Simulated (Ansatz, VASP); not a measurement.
# CdPtC4N4 in VASP and in Ansatz

File INCAR:

```
SYSTEM = CdPtC4N4
ALGO = Normal
EDIFF = 1E-6
ENCUT = 520
GGA = PE
ISIF = 2
ISMEAR = 0
LASPH = .True.
LCHARG = .True.
LELF = .True.
LREAL = .False.
LVHAR = .True.
LWAVE = .False.
NBANDS = 40
NELM = 80
PREC = Accurate
SIGMA = 0.1
```

File KPOINTS:

```
k-points
0
Gamma
  4 4 6
  0 0 0
```

POSCAR

```
CdPtC4N4
1.0
    7.3319902100      0.0000000000      0.0000000000
    0.0000000000      7.3319902100      0.0000000000
    0.0000000000      0.0000000000      3.6736983700
Cd Pt C N
1 1 4 4
Direct
    0.5000000000      0.5000000000      0.0000000000
    0.0000000000      0.0000000000      0.0000000000
    0.1848780000      0.8151220000      0.0000000000
    0.8151220000      0.1848780000      0.0000000000
    0.1848780000      0.1848780000      0.0000000000
    0.8151220000      0.8151220000      0.0000000000
    0.2977143400      0.7022856600      0.0000000000
    0.7022856600      0.2977143400      0.0000000000
    0.2977143400      0.2977143400      0.0000000000
    0.7022856600      0.7022856600      0.0000000000
```

Input for Ansatz:

```yaml
crystal:
  lattice:
    - [7.33199021, 0.0, 0.0]
    - [0.0, 7.33199021, 0.0]
    - [0.0, 0.0, 3.67369837]
  atoms:
    - { symbol: Cd, position: [0.5, 0.5, 0.0] }
    - { symbol: Pt, position: [0.0, 0.0, 0.0] }
    - { symbol: C, position: [0.184878, 0.815122, 0.0] }
    - { symbol: C, position: [0.815122, 0.184878, 0.0] }
    - { symbol: C, position: [0.184878, 0.184878, 0.0] }
    - { symbol: C, position: [0.815122, 0.815122, 0.0] }
    - { symbol: "N", position: [0.29771434, 0.70228566, 0.0] }
    - { symbol: "N", position: [0.70228566, 0.29771434, 0.0] }
    - { symbol: "N", position: [0.29771434, 0.29771434, 0.0] }
    - { symbol: "N", position: [0.70228566, 0.70228566, 0.0] }
basis:
  ecutwfc: 420
kpoints:
  mp_grid: { grid: [4, 4, 6] }
hamiltonian:
  xc: pbe
scf:
  occupations: { method: gaussian, width: 0.1 }
  lower_state_search: "off"
output:
  forces: true
  stress: true
  eigenvalues: true
```

Alike in both runs: task single point; functional PBE; k mesh 4 × 4 × 6; occupations gaussian, width 0.1 eV; no spin polarisation.

|  | VASP | Ansatz |
| --- | --- | --- |
| version | VASP 6.6.1 | Ansatz 0.2.0 |
| potentials or method | VASP PAW PBE potentials, release 64 (Cd, Pt, C, N), cutoff 520 eV | scalar-relativistic, plane waves, PAW |
| valence electrons in the cell | 58 | 74 |

Ansatz gave:

```
gap on the k mesh at the Fermi level (eV)                     : 1.44
least direct gap on the mesh (eV)                             : 1.54
pressure (GPa)                                                : 6.9
traceless stress, the component that is largest in VASP (GPa) : -5.79
rms of the force components (eV/Å)                            : 0.989
```

Question: What did VASP give for the same quantities?

Answer: gap on the k mesh at the Fermi level (eV): 1.41; least direct gap on the mesh (eV): 1.51; pressure (GPa): 7.5; traceless stress, the component that is largest in VASP (GPa): -6.43; rms of the force components (eV/Å): 0.825.

Atom by atom the forces differ by 0.169 eV/Å (rms over components). With one functional, cell and mesh, what is left measures potentials, basis and numerics. VASP's potentials hold 58 valence electrons a cell and Ansatz's 74, so a difference there can come from the potentials and not from the codes.

Neither program's run includes spin-orbit coupling. Noted on VASP's run: the standard files for N, O and F lose accuracy on very short bonds.
